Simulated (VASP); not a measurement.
# SrCo3 (Pm-3m) in VASP: further runs

The runs below take SrCo3 through single point, with PBE.

All numbers are computed with VASP 6.6.1; they aren't measurements. Logs are shortened: lines on timing, memory, paths and dates and some standing lists are left out, and cuts for length are marked.

### 1 The cell of the first run

Symmetry: Pm-3m, No. 221, cubic system. The conventional cell has a = 4.033 Å, b = 4.033 Å, c = 4.033 Å, α = 90.00°, β = 90.00°, γ = 90.00°. Within 3.8 Å of Sr (site symmetry m-3m) lie 12 Co at 2.85 Å. Within 3.8 Å of Co (site symmetry 4/mmm) lie 4 Sr at 2.85 Å and 8 Co at 2.85 Å.

### 2 Single point, PBE, collinear spin, ferromagnetic start (volume scaled by 1.020)

INCAR reads:

```
ALGO = Fast ; EDIFF = 1E-6
ENCUT = 520 ; GGA = PE
ISIF = 2 ; ISMEAR = 0
ISPIN = 2 ; LASPH = True
LCHARG = False ; LMAXMIX = 4
LORBIT = 11 ; LREAL = False
LWAVE = False ; MAGMOM = 0 1.67 1.67 1.67
NBANDS = 30 ; NELM = 150
PREC = Accurate ; SIGMA = 0.05
```

KPOINTS reads:

```
k-points
0
Gamma
  8 8 8
```

POSCAR reads:

```
SrCo3
1.0
    4.0333634429      0.0000000000      0.0000000000
    0.0000000000      4.0333634429      0.0000000000
    0.0000000000      0.0000000000      4.0333634429
Sr Co
1 3
Direct
    0.0000000000      0.0000000000      0.0000000000
    0.0000000000      0.5000000000      0.5000000000
    0.5000000000      0.5000000000      0.0000000000
    0.5000000000      0.0000000000      0.5000000000
```

Potentials or basis: VASP PAW PBE potentials, release 64 (Sr_sv, Co).

The run is started by

```bash
> cat potpaw_PBE.64/Sr_sv/POTCAR potpaw_PBE.64/Co/POTCAR > POTCAR
> mpirun -np 1 vasp_std > vasp.out
```

OUTCAR:

```text
EDIFF = 1E-6
   ENCUT = 520
   GGA = PE
   ISIF = 2
   ISMEAR = 0
   ISPIN = 2
   LASPH = True
   LORBIT = 11
   LREAL = False
   NELM = 150
   PREC = Accurate

 ion  position               nearest neighbor table
   1  0.000  0.000  0.000-   2 2.85   3 2.85   4 2.85   2 2.85   4 2.85   2 2.85   3 2.85   2 2.85
                             3 2.85   4 2.85   4 2.85   3 2.85
   2  0.000  0.500  0.500-   1 2.85   3 2.85   4 2.85   1 2.85   3 2.85   1 2.85   4 2.85   1 2.85
                             3 2.85   4 2.85   3 2.85   4 2.85
   3  0.500  0.500  0.000-   1 2.85   2 2.85   4 2.85   2 2.85   4 2.85   1 2.85   4 2.85   4 2.85
                             1 2.85   2 2.85   2 2.85   1 2.85
   4  0.500  0.000  0.500-   1 2.85   2 2.85   3 2.85   1 2.85   3 2.85   2 2.85   3 2.85   3 2.85
                             1 2.85   2 2.85   1 2.85   2 2.85

  LATTYP: Found a simple cubic cell.
 ALAT       =     4.0333634429

  Lattice vectors:

 A1 = (   4.0333634429,   0.0000000000,   0.0000000000)
 A2 = (   0.0000000000,   4.0333634429,   0.0000000000)
 A3 = (   0.0000000000,   0.0000000000,   4.0333634429)

Analysis of symmetry for initial positions (statically):
=====================================================================
 Subroutine PRICEL returns:
 Original cell was already a primitive cell.

 Routine SETGRP: Setting up the symmetry group for a
 simple cubic supercell.

 Subroutine GETGRP returns: Found 48 space group operations
 (whereof 48 operations were pure point group operations)
 out of a pool of 48 trial point group operations.

The static configuration has the point symmetry O_h .

Analysis of symmetry for dynamics (positions and initial velocities):
=====================================================================
 Subroutine PRICEL returns:
 Original cell was already a primitive cell.

 Routine SETGRP: Setting up the symmetry group for a
 simple cubic supercell.

 Subroutine GETGRP returns: Found 48 space group operations
 (whereof 48 operations were pure point group operations)
 out of a pool of 48 trial point group operations.

The dynamic configuration has the point symmetry O_h .

Analysis of structural, dynamic, and magnetic symmetry:
=====================================================================
 Subroutine PRICEL returns:
 Original cell was already a primitive cell.

 Routine SETGRP: Setting up the symmetry group for a
 simple cubic supercell.

[... 130 lines left out ...]
  Fermi-wavevector in a.u.,A,eV,Ry     =   1.352513  2.555879 24.889013  1.829291
  Thomas-Fermi vector in A             =   2.479845
   LORBIT       =     11    0 simple, 1 ext, 2 COOP (PROOUT), +10 PAW based schemes
   GGA     = PE    functional components
   LHFCALC =     F    Hartree Fock is set to
   AEXX    =    0.0000 exact exchange contribution
   IVDW    =     0    specifies the selected vdW correction
   LEPSILON=     F    determine dielectric tensor
   LRPA    =     F    only Hartree local field effects (RPA)
 spin polarized calculation
 RMM-DIIS sequential band-by-band and
 Gauss-broadening in eV      SIGMA  =   0.05
  energy-cutoff  :      520.00
  volume of cell :       65.61
 maximum number of plane-waves:      1791
 NGX is ok and might be reduce to    30
   NGX = 15   NGY = 15   NGZ = 15

 number of electron      36.9999987 magnetization       4.1686523

 Free energy of the ion-electron system (eV)
  ---------------------------------------------------
  ext. energy  EPLUGINS =         0.00000000
  ---------------------------------------------------
  free energy    TOTEN  =       -19.23977669 eV

  energy without entropy =      -19.23381363  energy(sigma->0) =      -19.23679516

 E-fermi :   6.0472     XC(G=0): -11.4004

 val. band max:        6.0362111647   @ k =   0.3750   0.2500   0.0000
 cond. band min:       6.0601810470   @ k =   0.5000   0.0000   0.0000
 fundamental gap:      0.0239698823
 Fermi energy:         6.0471964170

 spin component 1

 k-point     1 :       0.0000    0.0000    0.0000
  band No.  band energies     occupation
      1     -27.5535      1.00000
      2      -9.7384      1.00000
      3      -9.7384      1.00000
      4      -9.7384      1.00000
      5      -0.1025      1.00000
      6       2.5881      1.00000
[... 781 lines left out ...]
     29      15.5959      0.00000
     30      15.6849      0.00000

 [... further k-points ...]

 spin component 2

 k-point     1 :       0.0000    0.0000    0.0000
  band No.  band energies     occupation
      1     -27.6258      1.00000
      2      -9.8310      1.00000
      3      -9.8310      1.00000
      4      -9.8310      1.00000
      5      -0.0985      1.00000
      6       3.5214      1.00000
[... 781 lines left out ...]
     29      15.7895      0.00000
     30      15.9628      0.00000

 [... further k-points ...]
[... 5 lines left out ...]
  --------------------------------------------------------------------------------------
  -------------------------------------------------------------------------------------
  Total       -0.4449831     -0.4449831     -0.4449831     -0.0000000      0.0000000     -0.0000000
  in kB      -10.8655576    -10.8655576    -10.8655576     -0.0000000      0.0000000     -0.0000000
  external PRESSURE =     -10.8655576 kB  Pullay stress =       0.0000000 kB

 VOLUME and BASIS-vectors are now :
 -----------------------------------------------------------------------------
  energy-cutoff  :      520.00
  volume of cell :       65.61
      direct lattice vectors                 reciprocal lattice vectors
     4.033363443  0.000000000  0.000000000     0.247932033  0.000000000  0.000000000
     0.000000000  4.033363443  0.000000000     0.000000000  0.247932033  0.000000000
     0.000000000  0.000000000  4.033363443     0.000000000  0.000000000  0.247932033

 POSITION                                       TOTAL-FORCE (eV/Angst)
 -----------------------------------------------------------------------------------
      0.00000      0.00000      0.00000         0.000000      0.000000      0.000000
      0.00000      2.01668      2.01668         0.000000      0.000000      0.000000
      2.01668      2.01668      0.00000         0.000000      0.000000      0.000000
      2.01668      0.00000      2.01668         0.000000      0.000000      0.000000
 -----------------------------------------------------------------------------------
    total drift:                                0.000000      0.000000     -0.000000

  FREE ENERGIE OF THE ION-ELECTRON SYSTEM (eV)
  ---------------------------------------------------
  free  energy   TOTEN  =       -19.2397766888 eV

  energy  without entropy=      -19.2338136294  energy(sigma->0) =      -19.23679516

 total charge

# of ion       s       p       d       tot
------------------------------------------
    1        2.073   5.767   0.468   8.308
    2        0.422   0.250   7.281   7.952
    3        0.422   0.250   7.281   7.952
    4        0.422   0.250   7.281   7.952
--------------------------------------------------
tot          3.338   6.515  22.310  32.163

 magnetization (x)

# of ion       s       p       d       tot
------------------------------------------
    1       -0.005  -0.025  -0.084  -0.114
    2       -0.011  -0.019   1.535   1.505
    3       -0.011  -0.019   1.535   1.505
    4       -0.011  -0.019   1.535   1.505
--------------------------------------------------
tot         -0.037  -0.081   4.521   4.403
```

Wall time 3.2 min (1 thread of Intel Xeon 6975P-C, shared host); peak memory 0.26 GiB.

What came out:

```
Free energy                                           : -19.2398 eV
Pressure                                              : -1.1 GPa
Net moment                                            : 4.17 μB per cell
Site moments                                          : Sr -0.11; Co +1.50 μB
Valence electrons inside the program's atomic spheres : Sr 8.31; Co 7.95
```

Levels at points of the mesh, in eV from the Fermi level:
Spin up:
| k point | band 18 | band 19 | band 20 | band 21 | band 22 | band 23 |
| --- | --- | --- | --- | --- | --- | --- |
| (0.00, 0.00, 0.00) | -0.68 | -0.68 | -0.68 | 2.99 | 2.99 | 3.20 |
| (0.50, 0.00, 0.00) | -1.31 | -1.09 | -1.09 | -0.68 | 2.60 | 2.60 |
| (0.50, 0.50, 0.00) | -1.45 | -1.26 | -0.97 | -0.27 | 0.99 | 0.99 |
| (0.50, 0.50, 0.50) | -0.85 | -0.85 | -0.35 | 1.55 | 1.55 | 1.55 |
Spin down:
| k point | band 13 | band 14 | band 15 | band 16 | band 17 | band 18 | band 19 | band 20 | band 21 | band 22 |
| --- | --- | --- | --- | --- | --- | --- | --- | --- | --- | --- |
| (0.00, 0.00, 0.00) | -0.40 | -0.40 | 0.61 | 0.61 | 0.77 | 0.77 | 0.77 | 1.05 | 3.19 | 3.19 |
| (0.50, 0.00, 0.00) | -0.86 | -0.86 | -0.05 | -0.05 | 0.01 | 0.11 | 0.27 | 0.72 | 0.77 | 2.80 |
| (0.50, 0.50, 0.00) | -0.57 | -0.57 | -0.40 | -0.15 | -0.01 | 0.11 | 0.14 | 0.14 | 0.14 | 1.95 |
| (0.50, 0.50, 0.50) | -0.20 | -0.20 | -0.13 | -0.13 | -0.13 | 0.83 | 0.83 | 0.83 | 2.22 | 2.22 |

### 3 Single point, PBE, collinear spin, ferromagnetic start (volume scaled by 1.040)

INCAR reads:

```
PREC = Accurate
ENCUT = 520
EDIFF = 1E-7
ISMEAR = 0
SIGMA = 0.05
LREAL = F
LASPH = T
NELM = 150
ALGO = Fast
ISIF = 2
LWAVE = F
LCHARG = T
ISPIN = 2
MAGMOM = 0 1.68 1.68 1.68
LORBIT = 11
LMAXMIX = 4
GGA = PE
LELF = T
LVHAR = T
NBANDS = 30
```

KPOINTS reads:

```
Automatic mesh
0
Gamma
  8 8 8
```

POSCAR reads:

```
SrCo3
1.0
    4.0595548484      0.0000000000      0.0000000000
    0.0000000000      4.0595548484      0.0000000000
    0.0000000000      0.0000000000      4.0595548484
Sr Co
1 3
Direct
    0.0000000000      0.0000000000      0.0000000000
    0.0000000000      0.5000000000      0.5000000000
    0.5000000000      0.5000000000      0.0000000000
    0.5000000000      0.0000000000      0.5000000000
```

Potentials or basis: VASP PAW PBE potentials, release 64 (Sr_sv, Co).

The run is started by

```bash
> cat potpaw_PBE.64/Sr_sv/POTCAR potpaw_PBE.64/Co/POTCAR > POTCAR
> mpirun -np 1 vasp_std > vasp.out
```

It took 3.1 min on 1 thread of Intel Xeon 6975P-C, shared host; peak memory 0.26 GiB.

It converged, with:

- Free energy: -19.2257 eV
- Pressure: -2.4 GPa
- Net moment: 4.17 μB per cell
- Site moments: Sr -0.11; Co +1.51 μB
- Valence electrons inside the program's atomic spheres: Sr 8.29; Co 7.93

Levels at points of the mesh, in eV from the Fermi level:
Spin up:
| k point | band 17 | band 18 | band 19 | band 20 | band 21 | band 22 | band 23 | band 24 |
| --- | --- | --- | --- | --- | --- | --- | --- | --- |
| (0.00, 0.00, 0.00) | -0.98 | -0.71 | -0.71 | -0.71 | 2.92 | 2.92 | 3.14 | 3.14 |
| (0.50, 0.00, 0.00) | -1.64 | -1.33 | -1.10 | -1.10 | -0.71 | 2.58 | 2.58 | 2.88 |
| (0.50, 0.50, 0.00) | -1.69 | -1.45 | -1.27 | -0.98 | -0.26 | 0.91 | 0.91 | 3.81 |
| (0.50, 0.50, 0.50) | -0.87 | -0.87 | -0.87 | -0.32 | 1.48 | 1.48 | 1.48 | 2.27 |
Spin down:
```csv
k point,band 13,band 14,band 15,band 16,band 17,band 18,band 19,band 20,band 21,band 22
"(0.00, 0.00, 0.00)",-0.40,-0.40,0.60,0.60,0.74,0.74,0.74,1.04,3.11,3.11
"(0.50, 0.00, 0.00)",-0.85,-0.85,-0.06,-0.06,0.01,0.12,0.28,0.71,0.74,2.76
"(0.50, 0.50, 0.00)",-0.56,-0.56,-0.38,-0.14,-0.02,0.10,0.15,0.15,0.15,1.88
"(0.50, 0.50, 0.50)",-0.20,-0.20,-0.11,-0.11,-0.11,0.81,0.82,0.82,2.12,2.12
```

### 4 Single point, PBE, collinear spin, ferromagnetic start (volume scaled by 1.070)

INCAR reads:

```
SYSTEM = SrCo3
ALGO = Normal
EDIFF = 1E-6
ENCUT = 520
GGA = PE
ISIF = 2
ISMEAR = 0
ISPIN = 2
LASPH = .TRUE.
LCHARG = .FALSE.
LMAXMIX = 4
LORBIT = 11
LREAL = .FALSE.
LWAVE = .FALSE.
MAGMOM = 0 1.68 1.68 1.68
NBANDS = 30
NELM = 150
PREC = Accurate
SIGMA = 0.05
```

KPOINTS reads:

```
k-points
0
G
  8 8 8
  0 0 0
```

POSCAR reads:

```
SrCo3
1.0
    4.0982196026      0.0000000000      0.0000000000
    0.0000000000      4.0982196026      0.0000000000
    0.0000000000      0.0000000000      4.0982196026
Sr Co
1 3
Direct
    0.0000000000      0.0000000000      0.0000000000
    0.0000000000      0.5000000000      0.5000000000
    0.5000000000      0.5000000000      0.0000000000
    0.5000000000      0.0000000000      0.5000000000
```

The run is started by

```bash
> cat potpaw_PBE.64/Sr_sv/POTCAR potpaw_PBE.64/Co/POTCAR > POTCAR
> mpirun -np 1 vasp_std > vasp.out
```

Wall time 2.4 min (1 thread of Intel Xeon 6975P-C, shared host); peak memory 0.26 GiB.

It converged, with:

```yaml
Free_energy: -19.1858 eV
Pressure: -4.1 GPa
Net_moment: 4.18 μB per cell
Site_moments: Sr -0.12; Co +1.52 μB
Valence_electrons_inside_the_program's_atomic_spheres: Sr 8.26; Co 7.91
```

Levels at points of the mesh, in eV from the Fermi level:
Spin up:
| k point | band 18 | band 19 | band 20 | band 21 | band 22 | band 23 |
| --- | --- | --- | --- | --- | --- | --- |
| (0.00, 0.00, 0.00) | -0.75 | -0.75 | -0.75 | 2.82 | 2.82 | 3.05 |
| (0.50, 0.00, 0.00) | -1.36 | -1.11 | -1.11 | -0.75 | 2.54 | 2.54 |
| (0.50, 0.50, 0.00) | -1.46 | -1.29 | -0.99 | -0.25 | 0.80 | 0.80 |
| (0.50, 0.50, 0.50) | -0.91 | -0.91 | -0.29 | 1.38 | 1.38 | 1.38 |
Spin down:
```tsv
k point	band 13	band 14	band 15	band 16	band 17	band 18	band 19	band 20	band 21	band 22
(0.00, 0.00, 0.00)	-0.39	-0.39	0.59	0.59	0.70	0.70	0.70	1.02	3.01	3.01
(0.50, 0.00, 0.00)	-0.84	-0.84	-0.07	-0.07	0.01	0.13	0.28	0.70	0.70	2.71
(0.50, 0.50, 0.00)	-0.54	-0.54	-0.35	-0.14	-0.03	0.08	0.15	0.15	0.17	1.78
(0.50, 0.50, 0.50)	-0.20	-0.20	-0.10	-0.10	-0.10	0.79	0.79	0.79	1.99	1.99
```

### 5 Single point, PBE, collinear spin, ferromagnetic start (volume scaled by 1.100)

INCAR reads:

```
ALGO = Normal
EDIFF = 1E-7
ENCUT = 520
GGA = PE
ISIF = 2
ISMEAR = 0
ISPIN = 2
LASPH = True
LCHARG = False
LMAXMIX = 4
LORBIT = 11
LREAL = False
LWAVE = False
MAGMOM = 0 1.69 1.69 1.69
NBANDS = 30
NELM = 150
PREC = Accurate
SIGMA = 0.05
```

KPOINTS reads:

```
k-points
0
Gamma
  8 8 8
```

POSCAR reads:

```
SrCo3
1.0
    4.1361682395      0.0000000000      0.0000000000
    0.0000000000      4.1361682395      0.0000000000
    0.0000000000      0.0000000000      4.1361682395
Sr Co
1 3
Direct
    0.0000000000      0.0000000000      0.0000000000
    0.0000000000      0.5000000000      0.5000000000
    0.5000000000      0.5000000000      0.0000000000
    0.5000000000      0.0000000000      0.5000000000
```

The run is started by

```bash
> cat potpaw_PBE.64/Sr_sv/POTCAR potpaw_PBE.64/Co/POTCAR > POTCAR
> mpirun -np 1 vasp_std > vasp.out
```

It took 2.2 min on 1 thread of Intel Xeon 6975P-C, shared host; peak memory 0.27 GiB.

Results (log left out):

- Free energy: -19.1267 eV
- Pressure: -5.6 GPa
- Net moment: 4.20 μB per cell
- Site moments: Sr -0.11; Co +1.54 μB
- Valence electrons inside the program's atomic spheres: Sr 8.23; Co 7.89

Levels at points of the mesh, in eV from the Fermi level:
Spin up:
| k point | band 18 | band 19 | band 20 | band 21 | band 22 | band 23 |
| --- | --- | --- | --- | --- | --- | --- |
| (0.00, 0.00, 0.00) | -0.79 | -0.79 | -0.79 | 2.72 | 2.72 | 2.96 |
| (0.50, 0.00, 0.00) | -1.39 | -1.12 | -1.12 | -0.79 | 2.50 | 2.50 |
| (0.50, 0.50, 0.00) | -1.46 | -1.30 | -1.00 | -0.24 | 0.69 | 0.69 |
| (0.50, 0.50, 0.50) | -0.95 | -0.95 | -0.26 | 1.29 | 1.29 | 1.29 |
Spin down:
```csv
k point,band 14,band 15,band 16,band 17,band 18,band 19,band 20,band 21
"(0.00, 0.00, 0.00)",-0.38,0.58,0.58,0.66,0.66,0.66,1.01,2.91
"(0.50, 0.00, 0.00)",-0.83,-0.08,-0.08,0.02,0.14,0.29,0.66,0.69
"(0.50, 0.50, 0.00)",-0.52,-0.32,-0.13,-0.04,0.07,0.16,0.16,0.19
"(0.50, 0.50, 0.50)",-0.20,-0.08,-0.08,-0.08,0.77,0.77,0.77,1.87
```

### 6 The runs side by side

| cell | gap on the mesh (eV) | pressure (GPa) | moment (μB) |
| --- | --- | --- | --- |
| a = 4.033 Å, 4 atoms | none | -1.1 | 4.17 |
| a = 4.060 Å, 4 atoms | none | -2.4 | 4.17 |
| a = 4.098 Å, 4 atoms | none | -4.1 | 4.18 |
| a = 4.136 Å, 4 atoms | none | -5.6 | 4.20 |

Alike in all rows: task single point; level PBE; potentials or basis VASP PAW PBE potentials, release 64 (Sr_sv, Co); spin collinear, ferromagnetic start; k mesh 8 × 8 × 8; cutoff (eV) 520; smearing gaussian 0.05 eV.

Total energies depend on the potentials used, so only differences within one code and one set of settings carry meaning.
